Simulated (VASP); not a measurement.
# SbPb16O31 (a cell with a defect) in VASP: electric field gradients with PBE

Aim: the electric field gradients of SbPb16O31 (a cell with a defect) with PBE.

All numbers are computed with VASP 6.6.1; they aren't measurements. Logs are shortened: lines on timing, memory, paths and dates and some standing lists are left out, and cuts for length are marked.

### 1 The cell of the first run

The cell holds a defect, 48 atoms: a = 8.814 Å, b = 8.814 Å, c = 8.814 Å, α = 106.10°, β = 136.46°, γ = 89.87°.

### 2 Electric field gradients, PBE

Input file INCAR:

```
ALGO = Normal
EDIFF = 1E-8
ENCUT = 520
GGA = PE
ISIF = 2
ISMEAR = -1
LASPH = T
LCHARG = F
LEFG = T
LREAL = Auto
LUSENCCL = F
LWAVE = F
NBANDS = 238
NELECT = 416.0
NELM = 100
PREC = Accurate
SIGMA = 0.01
```

Input file KPOINTS:

```
k-points
0
Gamma
  3 3 3
```

Input file POSCAR:

```
SbPb16O31
1.0
   -5.2980000000      3.2690000000      6.2390000000
    5.2980000000     -3.2690000000      6.2390000000
    5.2980000000      3.2690000000     -6.2390000000
Pb Sb O
16 1 31
Direct
    0.5705000000      0.5735000000      0.2530000000
    0.0705000000      0.0735000000      0.2530000000
    0.0705000000      0.5735000000      0.7530000000
    0.5705000000      0.0735000000      0.7530000000
    0.4295000000      0.4265000000      0.7470000000
    0.9295000000      0.9265000000      0.7470000000
    0.9295000000      0.4265000000      0.2470000000
    0.4295000000      0.9265000000      0.2470000000
    0.4295000000      0.6825000000      0.5030000000
    0.9295000000      0.1825000000      0.5030000000
    0.9295000000      0.6825000000      0.0030000000
    0.4295000000      0.1825000000      0.0030000000
    0.5705000000      0.3175000000      0.4970000000
    0.0705000000      0.8175000000      0.4970000000
    0.0705000000      0.3175000000      0.9970000000
    0.5705000000      0.8175000000      0.9970000000
    0.4185000000      0.4740000000      0.3055000000
    0.9185000000      0.9740000000      0.3055000000
    0.9185000000      0.4740000000      0.8055000000
    0.4185000000      0.9740000000      0.8055000000
    0.5815000000      0.5260000000      0.6945000000
    0.0815000000      0.0260000000      0.6945000000
    0.0815000000      0.5260000000      0.1945000000
    0.5815000000      0.0260000000      0.1945000000
    0.5815000000      0.8870000000      0.5555000000
    0.0815000000      0.3870000000      0.5555000000
    0.0815000000      0.8870000000      0.0555000000
    0.5815000000      0.3870000000      0.0555000000
    0.4185000000      0.1130000000      0.4445000000
    0.9185000000      0.6130000000      0.4445000000
    0.9185000000      0.1130000000      0.9445000000
    0.4185000000      0.6130000000      0.9445000000
    0.7140000000      0.3585000000      0.3945000000
    0.2140000000      0.8585000000      0.3945000000
    0.2140000000      0.3585000000      0.8945000000
    0.7140000000      0.8585000000      0.8945000000
    0.2860000000      0.6415000000      0.6055000000
    0.7860000000      0.1415000000      0.6055000000
    0.7860000000      0.6415000000      0.1055000000
    0.2860000000      0.1415000000      0.1055000000
    0.7860000000      0.6805000000      0.6445000000
    0.2860000000      0.1805000000      0.6445000000
    0.2860000000      0.6805000000      0.1445000000
    0.7860000000      0.1805000000      0.1445000000
    0.2140000000      0.3195000000      0.3555000000
    0.7140000000      0.8195000000      0.3555000000
    0.7140000000      0.3195000000      0.8555000000
    0.2140000000      0.8195000000      0.8555000000
```

Potentials or basis: VASP PAW PBE potentials, release 64 (Pb_d, Sb, O).

Run with:

```console
cat potpaw_PBE.64/Pb_d/POTCAR potpaw_PBE.64/Sb/POTCAR potpaw_PBE.64/O/POTCAR > POTCAR
mpirun -np 1 vasp_std > vasp.out
```

OUTCAR:

```text
EDIFF = 1E-8
   ENCUT = 520
   GGA = PE
   ISIF = 2
   ISMEAR = -1
   LASPH = T
   LREAL = Auto
   NELECT = 416.0
   NELM = 100
   PREC = Accurate

 ion  position               nearest neighbor table
   1  0.571  0.574  0.253-  17 1.98  46 2.09  28 2.10  32 2.13  30 2.13  43 2.26  41 2.26  35 2.40
                            33 2.40  12 3.18   9 3.18   3 3.27   3 3.27   6 3.35   8 3.35   5 3.45
   2  0.071  0.074  0.253-  18 1.98  45 2.09  27 2.10  31 2.13  29 2.13  44 2.26  42 2.26  36 2.40
                            34 2.40  11 3.18  10 3.18   4 3.27   4 3.27   5 3.35   7 3.35   6 3.45
   3  0.071  0.574  0.753-  19 1.98  48 2.09  26 2.10  30 2.13  32 2.13  43 2.26  41 2.26  35 2.40
                            33 2.40  11 3.18  10 3.18   1 3.27   1 3.27   6 3.35   8 3.35   7 3.45
   4  0.571  0.074  0.753-  20 1.98  47 2.09  25 2.10  29 2.13  31 2.13  44 2.26  42 2.26  36 2.40
                            34 2.40  12 3.18   9 3.18   2 3.27   2 3.27   5 3.35   7 3.35   8 3.45
   5  0.429  0.426  0.747-  21 1.98  42 2.09  32 2.10  28 2.13  26 2.13  45 2.26  47 2.26  39 2.40
                            37 2.40  16 3.18  13 3.18   7 3.27   7 3.27   4 3.35   2 3.35   1 3.45
   6  0.929  0.926  0.747-  22 1.98  41 2.09  31 2.10  27 2.13  25 2.13  46 2.26  48 2.26  40 2.40
                            38 2.40  15 3.18  14 3.18   8 3.27   8 3.27   3 3.35   1 3.35   4 3.45
   7  0.929  0.426  0.247-  23 1.98  44 2.09  30 2.10  26 2.13  28 2.13  45 2.26  47 2.26  39 2.40
                            37 2.40  15 3.18  14 3.18   5 3.27   5 3.27   4 3.35   2 3.35   1 3.45
   8  0.429  0.926  0.247-  24 1.98  43 2.09  29 2.10  25 2.13  27 2.13  46 2.26  48 2.26  40 2.40
                            38 2.40  16 3.18  13 3.18   6 3.27   6 3.27   3 3.35   1 3.35   4 3.45
   9  0.429  0.682  0.503-  25 1.98  37 2.09  17 2.10  21 2.13  23 2.13  36 2.26  34 2.26  43 2.40
[... 36 lines left out ...]
  37  0.286  0.642  0.605-   9 2.09  14 2.26  16 2.26   7 2.40   5 2.40
  38  0.786  0.142  0.605-  10 2.09  13 2.26  15 2.26   8 2.40   6 2.40
  39  0.786  0.642  0.105-  11 2.09  14 2.26  16 2.26   7 2.40   5 2.40
  40  0.286  0.142  0.105-  12 2.09  13 2.26  15 2.26   8 2.40   6 2.40  17 2.69
  41  0.786  0.681  0.645-   6 2.09   3 2.26   1 2.26  17 2.39  11 2.40   9 2.40
  42  0.286  0.181  0.645-   5 2.09   4 2.26   2 2.26  12 2.40  10 2.40
  43  0.286  0.681  0.145-   8 2.09   3 2.26   1 2.26  17 2.39   9 2.40  11 2.40
  44  0.786  0.181  0.145-   7 2.09   4 2.26   2 2.26  10 2.40  12 2.40
  45  0.214  0.319  0.355-   2 2.09   5 2.26   7 2.26  15 2.40  13 2.40  17 2.61
  46  0.714  0.819  0.355-   1 2.09   6 2.26   8 2.26  16 2.40  14 2.40
  47  0.714  0.319  0.855-   4 2.09   5 2.26   7 2.26  13 2.40  15 2.40
  48  0.214  0.819  0.855-   3 2.09   6 2.26   8 2.26  14 2.40  16 2.40

 -----------------------------------------------------------------------------
|                                                                             |
|           W    W    AA    RRRRR   N    N  II  N    N   GGGG   !!!           |
|           W    W   A  A   R    R  NN   N  II  NN   N  G    G  !!!           |
|           W    W  A    A  R    R  N N  N  II  N N  N  G       !!!           |
|           W WW W  AAAAAA  RRRRR   N  N N  II  N  N N  G  GGG   !            |
|           WW  WW  A    A  R   R   N   NN  II  N   NN  G    G                |
|           W    W  A    A  R    R  N    N  II  N    N   GGGG   !!!           |
|                                                                             |
|     The distance between some ions is very small. Please check the          |
|     nearest-neighbor list in the OUTCAR file.                               |
|     I HOPE YOU KNOW WHAT YOU ARE DOING!                                     |
|                                                                             |
 -----------------------------------------------------------------------------

  LATTYP: Found a body centered orthorhombic cell.
 ALAT       =     6.5380000000
 B/A-ratio  =     1.6206791068
 C/A-ratio  =     1.9085347201

  Lattice vectors:

 A1 = (   5.2980000000,   3.2690000000,   6.2390000000)
 A2 = (  -5.2980000000,  -3.2690000000,   6.2390000000)
 A3 = (   5.2980000000,  -3.2690000000,  -6.2390000000)

Analysis of symmetry for initial positions (statically):
=====================================================================
 Subroutine PRICEL returns:
 Original cell was already a primitive cell.

 Routine SETGRP: Setting up the symmetry group for a
 body centered orthorhombic supercell.

 Subroutine GETGRP returns: Found  2 space group operations
 (whereof  1 operations were pure point group operations)
 out of a pool of  8 trial point group operations.

The static configuration has the point symmetry C_1 .
 The point group associated with its full space group is C_1h.

Analysis of symmetry for dynamics (positions and initial velocities):
[... 212 lines left out ...]
  Thomas-Fermi vector in A             =   2.710961
   LORBIT       =      0    0 simple, 1 ext, 2 COOP (PROOUT), +10 PAW based schemes
   GGA     = PE    functional components
   LHFCALC =     F    Hartree Fock is set to
   AEXX    =    0.0000 exact exchange contribution
   IVDW    =     0    specifies the selected vdW correction
   LEPSILON=     F    determine dielectric tensor
   LRPA    =     F    only Hartree local field effects (RPA)
 non-spin polarized calculation
  energy-cutoff  :      520.00
  volume of cell :      432.22
 maximum number of plane-waves:     11668
 NGX is ok and might be reduce to    70
   NGX = 33   NGY = 33   NGZ = 33

 number of electron     416.0000007 magnetization

 Free energy of the ion-electron system (eV)
  ---------------------------------------------------
  ext. energy  EPLUGINS =         0.00000000
  ---------------------------------------------------
  free energy    TOTEN  =      -168.51834021 eV

  energy without entropy =     -168.51663819  energy(sigma->0) =     -168.51748920

 E-fermi :  13.3752     XC(G=0): -13.6920

 val. band max:       13.3691545506   @ k =  -0.3333  -0.3333   0.3333
 cond. band min:      13.5314291354   @ k =  -0.3333   0.0000   0.3333
 fundamental gap:      0.1622745848
 Fermi energy:        13.3751707476

 k-point     1 :       0.0000    0.0000    0.0000
  band No.  band energies     occupation
      1     -10.0928      2.00000
      2      -8.9779      2.00000
      3      -8.9600      2.00000
      4      -8.4865      2.00000
      5      -8.4851      2.00000
      6      -8.4346      2.00000
[... 2219 lines left out ...]
    219      15.9395      0.00000
    220      16.1242      0.00000
 [bands above 220 left out]

------------------------ aborting loop because EDIFF is reached ----------------------------------------

  FORCE on cell =-STRESS in cart. coord.  units (eV):
  Direction    XX          YY          ZZ          XY          YZ          ZX
  --------------------------------------------------------------------------------------
  -------------------------------------------------------------------------------------
  Total      337.9421986    312.0095155    370.2072140      0.0000000      0.0000000     -4.9621758
  in kB     1252.7117648   1156.5823753   1372.3143610      0.0000000      0.0000000    -18.3941988
  external PRESSURE =    1260.5361670 kB  Pullay stress =       0.0000000 kB

 VOLUME and BASIS-vectors are now :
 -----------------------------------------------------------------------------
  energy-cutoff  :      520.00
  volume of cell :      432.22
      direct lattice vectors                 reciprocal lattice vectors
    -5.298000000  3.269000000  6.239000000     0.000000000  0.152951973  0.080141048
     5.298000000 -3.269000000  6.239000000     0.094375236  0.000000000  0.080141048
     5.298000000  3.269000000 -6.239000000     0.094375236  0.152951973  0.000000000

 POSITION                                       TOTAL-FORCE (eV/Angst)
 -----------------------------------------------------------------------------------
      1.35629      0.81725      5.55895        -7.962063      0.000000     28.199492
      1.35629      0.81725     -0.68005        -0.025164      0.000000      1.200094
      6.65429      0.81725     -0.68005        -0.022356      0.000000      1.094924
      1.35629      4.08625     -0.68005        -0.136005     -0.000000      1.309387
      3.94171      2.45175      0.68005        -0.047625      0.111617     -0.881184
      3.94171      2.45175      6.91905         0.286913      0.066422     -0.954839
[... 40 lines left out ...]
      2.44238      4.08625      1.11054         0.605609     -0.000000     -0.505597
      7.74038      0.81725      1.11054         0.812652     -0.000000     -0.270269
 -----------------------------------------------------------------------------------
    total drift:                               -0.006769      0.000000      0.003177

  FREE ENERGIE OF THE ION-ELECTRON SYSTEM (eV)
  ---------------------------------------------------
  free  energy   TOTEN  =      -168.5183402141 eV

  energy  without entropy=     -168.5166381918  energy(sigma->0) =     -168.51748920

 Electric field gradients (V/A^2)
---------------------------------------------------------------------
 ion       V_xx      V_yy      V_zz      V_xy      V_xz      V_yz
---------------------------------------------------------------------
   1     319.636   561.626  -881.261    -0.000   259.676    -0.000
   2      35.014   210.662  -245.677    -0.000    72.490    -0.000
   3      36.607   216.010  -252.617    -0.000    69.194    -0.000
   4      31.186   215.695  -246.881    -0.000    60.626    -0.000
   5      45.335   209.057  -254.392    -3.204    63.878    -6.532
   6      37.072   197.705  -234.777    -5.295    81.652    -8.350
[... 40 lines left out ...]
  47      -4.071    -6.424    10.495     0.002    -3.124     0.002
  48      -6.592     1.120     5.473     0.002    -1.491     0.002
---------------------------------------------------------------------

 Electric field gradients after diagonalization (V/A^2)
 (convention: |V_zz| > |V_xx| > |V_yy|)
----------------------------------------------------------------------
 ion       V_xx      V_yy      V_zz     asymmetry (V_yy - V_xx)/ V_zz
----------------------------------------------------------------------
   1     561.626   373.382  -935.007       0.201
   2     210.662    52.630  -263.292       0.600
   3     216.010    52.309  -268.319       0.610
   4     215.695    43.829  -259.524       0.662
   5     209.257    58.250  -267.507       0.564
   6     198.189    59.323  -257.513       0.539
[... 40 lines left out ...]
  47      -6.424    -4.713    11.137       0.154
  48       5.654     1.120    -6.774       0.669
----------------------------------------------------------------------

           NMR quadrupolar parameters

 Cq : quadrupolar parameter    Cq=e*Q*V_zz/h
 eta: asymmetry parameters     (V_yy - V_xx)/ V_zz
 Q  : nuclear electric quadrupole moment in mb (millibarn)
----------------------------------------------------------------------
 ion       Cq(MHz)       eta       Q (mb)
----------------------------------------------------------------------
   1      -2.261       0.201       1.000
   2      -0.637       0.600       1.000
   3      -0.649       0.610       1.000
   4      -0.628       0.662       1.000
   5      -0.647       0.564       1.000
   6      -0.623       0.539       1.000
[... 40 lines left out ...]
  47       0.027       0.154       1.000
  48      -0.016       0.669       1.000
----------------------------------------------------------------------
```

Run time: 8.6 min. Hardware: 1 × NVIDIA H100 80GB with 1 thread of AMD EPYC 7R13 (Zen 3), shared host; peak memory 2 GiB.

Results:

| Quantity | Value |
| --- | --- |
| Free energy | -168.5183 eV |
| Largest force | 29.302 eV/Å |
| Largest electric field gradient by atom | Pb -935.0, -263.3, -268.3, -259.5, -267.5, -257.5, -715.4, -265.8, -261.7, -263.8, -633.8 (each value once); Sb -148.9; O +43.8, -55.6, +42.1, +62.5, +40.3, +33.7, +39.9, +40.1, +54.9, +36.9, +43.6, -42.8, +9.0, +13.8, +2.8, +9.2, +39.3, +36.1, +7.9, +21.7, -3.6, +11.1, -6.8 (each value once) V/Å² |

Forces on the atoms (eV/Å):
```
Pb   -7.962   0.000  28.199
Pb   -0.025   0.000   1.200
Pb   -0.022   0.000   1.095
Pb   -0.136   0.000   1.309
Pb   -0.048   0.112  -0.881
Pb    0.287   0.066  -0.955
Pb   -0.048  -0.112  -0.881
Pb    0.287  -0.066  -0.955
Pb   18.829   0.000   0.042
Pb    0.086   0.000  -1.046
Pb   -0.141   0.000  -1.282
Pb   -0.642   0.000  -1.021
Pb   -4.893  12.691  -9.215
Pb   -0.127   0.031   1.019
Pb   -4.893 -12.691  -9.215
Pb   -0.127  -0.031   1.019
Sb   -0.770   0.000 -10.085
O    -0.143   0.000  -2.046
O     0.010   0.000  -1.480
O    -0.071   0.000  -2.024
O     2.399   2.211   0.397
O    -0.031  -0.054   2.159
O     2.399  -2.211   0.397
O    -0.031   0.054   2.159
O     0.397   0.000   3.168
O    -0.031   0.000   2.246
O    -0.032   0.000   2.008
O    -1.016   0.000   2.398
O     0.045   0.054  -2.277
O     0.185  -0.082  -1.940
O     0.045  -0.054  -2.277
O     0.185   0.082  -1.940
O    -3.018   1.265   1.009
O    -0.761   0.067  -0.322
O    -3.018  -1.265   1.009
O    -0.761  -0.067  -0.322
O     1.224   0.000   0.334
O     1.203   0.000   0.359
O     1.018   0.000   0.393
O    -1.373   0.000  -0.719
O    -0.305   2.288   0.463
O    -0.904  -0.042   0.257
O    -0.305  -2.288   0.463
O    -0.904   0.042   0.257
O     1.817   0.000  -1.445
O     0.703   0.000  -0.260
O     0.606   0.000  -0.506
O     0.813   0.000  -0.270
```

Electric field gradients, principal values (V/Å²):
```tsv
atom	least	middle	greatest (by size)
1 Pb	373.382	561.626	-935.007
2 Pb	52.630	210.662	-263.292
3 Pb	52.309	216.010	-268.319
4 Pb	43.829	215.695	-259.524
5 Pb	58.250	209.257	-267.507
6 Pb	59.323	198.189	-257.513
7 Pb	58.250	209.257	-267.507
8 Pb	59.323	198.189	-257.513
9 Pb	106.182	609.245	-715.427
10 Pb	60.621	205.177	-265.798
11 Pb	47.799	213.936	-261.736
12 Pb	35.467	228.340	-263.807
13 Pb	248.700	385.098	-633.798
14 Pb	53.121	214.418	-267.538
15 Pb	248.700	385.098	-633.797
16 Pb	53.121	214.418	-267.538
17 Sb	0.936	147.978	-148.914
18 O	-3.836	-39.958	43.793
19 O	4.522	51.057	-55.580
20 O	-1.887	-40.256	42.143
21 O	-18.091	-44.408	62.499
22 O	-0.461	-39.837	40.298
23 O	-18.090	-44.409	62.499
24 O	-0.461	-39.837	40.298
25 O	-5.538	-28.151	33.690
26 O	-1.175	-38.716	39.890
27 O	-2.444	-37.652	40.096
28 O	-22.008	-32.860	54.868
29 O	-1.502	-35.361	36.864
30 O	-3.425	-40.169	43.594
31 O	-1.502	-35.361	36.864
32 O	-3.425	-40.169	43.594
33 O	17.421	25.418	-42.839
34 O	-0.522	-8.462	8.984
35 O	17.423	25.416	-42.838
36 O	-0.523	-8.462	8.985
37 O	-0.358	-13.403	13.761
38 O	-0.976	-1.871	2.847
39 O	-2.268	-6.962	9.230
40 O	-18.510	-20.789	39.299
41 O	-8.781	-27.290	36.071
42 O	-1.065	-6.867	7.932
43 O	-8.778	-27.292	36.070
44 O	-1.065	-6.868	7.932
45 O	-8.295	-13.410	21.705
46 O	1.020	2.541	-3.560
47 O	-4.713	-6.424	11.137
48 O	1.120	5.654	-6.774
```

Caveat: the k points lie up to 0.36 Å⁻¹ apart; the cell carries a net charge on a neutralising background, which shifts energy and pressure; the cell is charged against a uniform background, so pressure and absolute levels hang on convention; atoms lie so close that the PAW spheres overlap strongly, which falsifies energies and pressures; without QUAD_EFG the Cq values of the log hold for a quadrupole moment of 1 mb, not for the nuclei; spin-orbit coupling is left out, which moves the levels of the heavy elements.
